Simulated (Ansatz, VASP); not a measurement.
One calculation of Ti, two programs

File INCAR:

```
SYSTEM = Ti
PREC = Accurate
ENCUT = 520
EDIFF = 1E-6
ISMEAR = 0
SIGMA = 0.1
LREAL = .False.
LASPH = .True.
NELM = 80
ALGO = Normal
ISIF = 2
LWAVE = .False.
LCHARG = .False.
GGA = PE
NBANDS = 12
```

File KPOINTS:

```
regular mesh
0
Gamma
  18 18 18
  0 0 0
```

Contents of POSCAR:

```
Ti
1.0
    0.0000000000      2.0333901000      2.0333901000
    2.0333901000      0.0000000000      2.0333901000
    2.0333901000      2.0333901000      0.0000000000
Ti
1
Direct
    0.0000000000      0.0000000000      0.0000000000
```

Input for Ansatz:

```yaml
crystal:
  lattice:
    - [0.0, 2.0333901, 2.0333901]
    - [2.0333901, 0.0, 2.0333901]
    - [2.0333901, 2.0333901, 0.0]
  atoms:
    - { symbol: Ti, position: [0.0, 0.0, 0.0] }
basis:
  ecutwfc: 420
kpoints:
  mp_grid: { grid: [18, 18, 18] }
hamiltonian:
  xc: pbe
scf:
  occupations: { method: gaussian, width: 0.1 }
output:
  forces: true
  stress: true
  eigenvalues: true
```

Alike in both runs: task single point; functional PBE; k mesh 18 × 18 × 18; occupations gaussian, width 0.1 eV; no spin polarisation.

```csv
,VASP,Ansatz
version,VASP 6.6.1,Ansatz 0.2.0
potentials or method,"VASP PAW PBE potentials, release 64 (Ti_sv), cutoff 520 eV","scalar-relativistic, plane waves, PAW"
valence electrons in the cell,12,12
```

```csv
,VASP,Ansatz,Ansatz less VASP
gap on the k mesh at the Fermi level (eV),none,none,-
pressure (GPa),3.5,3.8,+0.31
```

A gap of «none» marks a metal or a gap that the smearing closes.
